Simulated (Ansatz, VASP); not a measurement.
# Na3LiB5: VASP beside Ansatz

Contents of INCAR:

```
  ALGO = Normal
  EDIFF = 1E-7
  EDIFFG = -0.01
  ENCUT = 600
  GGA = PE
  IBRION = 2
  ISIF = 3
  ISMEAR = 0
  LASPH = True
  LCHARG = False
  LREAL = False
  LWAVE = False
  NELM = 100
  NSW = 100
  PREC = Accurate
  SIGMA = 0.1
```

KPOINTS

```
k-points
0
Gamma
  10 10 4
```

Contents of POSCAR:

```
Na3LiB5
1.0
    3.9719627785      0.0000000000      0.0000000000
    0.0000000000      3.9719627785      0.0000000000
    0.0000000000      0.0000000000      9.6906013950
Na Li B
3 1 5
Direct
    0.5000000000      0.5000000000      0.5000000000
    0.0000000000      0.5000000000      0.2475728098
    0.5000000000      0.0000000000      0.7524271902
    0.0000000000      0.0000000000      0.0000000000
    0.2181117539      0.5000000000      0.9720850089
    0.7818882461      0.5000000000      0.9720850089
    0.5000000000      0.7818882461      0.0279149911
    0.5000000000      0.2181117539      0.0279149911
    0.0000000000      0.0000000000      0.5000000000
```

Input for Ansatz:

```yaml
crystal:
  lattice:
    - [3.9719627785, 0.0, 0.0]
    - [0.0, 3.9719627785, 0.0]
    - [0.0, 0.0, 9.690601395]
  atoms:
    - { symbol: Na, position: [0.5, 0.5, 0.5] }
    - { symbol: Na, position: [0.0, 0.5, 0.2475728098] }
    - { symbol: Na, position: [0.5, 0.0, 0.7524271902] }
    - { symbol: Li, position: [0.0, 0.0, 0.0] }
    - { symbol: B, position: [0.2181117539, 0.5, 0.9720850089] }
    - { symbol: B, position: [0.7818882461, 0.5, 0.9720850089] }
    - { symbol: B, position: [0.5, 0.7818882461, 0.0279149911] }
    - { symbol: B, position: [0.5, 0.2181117539, 0.0279149911] }
    - { symbol: B, position: [0.0, 0.0, 0.5] }
basis:
  ecutwfc: 420
kpoints:
  mp_grid: { grid: [10, 10, 4] }
hamiltonian:
  xc: pbe
scf:
  occupations: { method: gaussian, width: 0.1 }
output:
  forces: true
  stress: true
  eigenvalues: true
  write_density: true
  write_potential: true
  elf: true
  volumetric_format: npy
relax:
  adjacent_minimum: "off"
  f_tol: 0.01
  max_steps: 80
  cell: { stress_tol: 0.05 }
```

Alike in both runs: task relaxation of cell and atoms; functional PBE; k mesh 10 × 10 × 4; occupations gaussian, width 0.1 eV; no spin polarisation.

|  | VASP | Ansatz |
| --- | --- | --- |
| version | VASP 6.6.1 | Ansatz 0.2.0 |
| potentials or method | VASP PAW PBE potentials, release 64 (Na_pv, Li_sv, B), cutoff 600 eV | scalar-relativistic, plane waves, PAW |
| valence electrons in the cell | 39 | 45 |

VASP gave:

| Item | Value |
| --- | --- |
| gap on the k mesh at the Fermi level, each at its own relaxed structure (eV) | none |
| relaxed volume (Å³/atom) | 16.52 |
| relaxed cell length with the largest relative difference (Å) | 9.672 |

Problem. Which values does Ansatz return?

Solution. gap on the k mesh at the Fermi level, each at its own relaxed structure (eV): none; relaxed volume (Å³/atom): 16.53; relaxed cell length with the largest relative difference (Å): 9.677.

A gap of «none» marks a metal or a gap that the smearing closes. VASP's potentials hold 39 valence electrons a cell and Ansatz's 45, so a difference there can come from the potentials and not from the codes.

Noted on VASP's run: the cutoff is short for stress, so the pressure is rough.
